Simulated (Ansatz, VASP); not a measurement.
**Ir in VASP and in Ansatz**

The input INCAR:

```
ALGO = Normal ; EDIFF = 1E-6
ENCUT = 520 ; GGA = CA
ISIF = 2 ; ISMEAR = 0
LASPH = True ; LCHARG = True
LELF = True ; LREAL = False
LVHAR = True ; LWAVE = False
NBANDS = 10 ; NELM = 100
PREC = Accurate ; SIGMA = 0.15
```

File KPOINTS:

```
k-points
0
Gamma
  22 22 22
```

File POSCAR:

```
Ir
1.0
    0.0000000000      1.9892203883      1.8414213134
    1.9892203883      0.0000000000      1.8414213134
    1.9892203883      1.9892203883      0.0000000000
Ir
1
Direct
    0.0000000000      0.0000000000      0.0000000000
```

Input for Ansatz:

```yaml
crystal:
  lattice:
    - [0.0, 1.9892203883, 1.8414213134]
    - [1.9892203883, 0.0, 1.8414213134]
    - [1.9892203883, 1.9892203883, 0.0]
  atoms:
    - { symbol: Ir, position: [0.0, 0.0, 0.0] }
basis:
  ecutwfc: 420
kpoints:
  mp_grid: { grid: [22, 22, 22] }
hamiltonian:
  xc: lda
scf:
  occupations: { method: gaussian, width: 0.15 }
output:
  forces: true
  stress: true
  eigenvalues: true
  write_density: true
  write_potential: true
  elf: true
  volumetric_format: npy
```

Alike in both runs: task single point; functional LDA; k mesh 22 × 22 × 22; occupations gaussian, width 0.15 eV; no spin polarisation.

```csv
,VASP,Ansatz
version,VASP 6.6.1,Ansatz 0.2.0
potentials or method,"VASP PAW LDA potentials, release 64 (Ir), cutoff 520 eV","scalar-relativistic, plane waves, PAW"
valence electrons in the cell,9,17
```

|  | VASP | Ansatz | Ansatz less VASP |
| --- | --- | --- | --- |
| gap on the k mesh at the Fermi level (eV) | none | none | - |
| pressure (GPa) | -15.0 | -17.1 | -2.06 |
| traceless stress, the component that is largest in VASP (GPa) | 16.50 | 16.61 | +0.107 |

LDA's correlation is that of Perdew and Zunger in VASP and of Perdew and Wang (1992) in Ansatz. A gap of «none» marks a metal or a gap that the smearing closes. VASP's potentials hold 9 valence electrons a cell and Ansatz's 17, so a difference there can come from the potentials and not from the codes.

Spin-orbit coupling is off throughout.
